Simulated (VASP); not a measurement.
Runs of VASP 6.6.1 on Os. The structure is that of space group P6_3/mmc (No. 194), or close to it. The cells are those of the table. 

| task | potentials or basis | cell | k mesh | cutoff (eV) | gap on the mesh (eV) | pressure (GPa) |
| --- | --- | --- | --- | --- | --- | --- |
| single point | VASP PAW PBE potentials, release 64 (Os_sv_GW) | a = 2.760, b = 2.760, c = 4.339 Å, angles 90.0, 90.0, 120.0°, 2 atoms | 21 × 21 × 12 | 560 | none | (a) |
| single point | VASP PAW PBE potentials, release 64 (Os_sv_GW) | a = 2.798, b = 2.798, c = 4.398 Å, angles 90.0, 90.0, 120.0°, 2 atoms | 13 × 13 × 7 | 560 | none | (b) |
| single point | VASP PAW PBE potentials, release 64 (Os_sv_GW) | a = 2.721, b = 2.721, c = 4.278 Å, angles 90.0, 90.0, 120.0°, 2 atoms | 21 × 21 × 12 | 560 | none | 35.8 |
| single point | VASP PAW PBE potentials, release 64 (Os_sv_GW) | a = 2.681, b = 2.681, c = 4.215 Å, angles 90.0, 90.0, 120.0°, 2 atoms | 21 × 21 × 12 | 560 | none | 61.0 |
| single point | VASP PAW PBE potentials, release 64 (Os) | a = 2.798, b = 2.798, c = 4.398 Å, angles 90.0, 90.0, 120.0°, 2 atoms | 7 × 7 × 4 | 600 | none | 3.3 |
| relaxation of cell and atoms | VASP PAW PBE potentials, release 64 (Os_sv_GW) | relaxed from a = 2.735, b = 2.735, c = 4.319 Å, angles 90.0, 90.0, 120.0°, 2 atoms | 13 × 13 × 7 | 560 | none | 0.0 |

Alike in all rows: level BLYP; no spin polarisation; smearing fermi-dirac 0.1 eV.

Question: Fill in the values left out.

Answer: (a) 15.8; (b) 0.1.

Caveats: some runs use coarse meshes; the PAW data sets were made with another functional, which shifts forces and pressure a little; spin-orbit coupling is left out, which moves the levels of the heavy elements; the cell stands under pressure (at least some runs); the stress differs along the axes, from 59 to 65 GPa (at least some runs).

A k mesh can miss the band edges, and the runs leave out spin-orbit coupling on Os.

A gap of «none» marks levels without a gap at the run's occupations.

The runs don't all hold the same shells in valence.
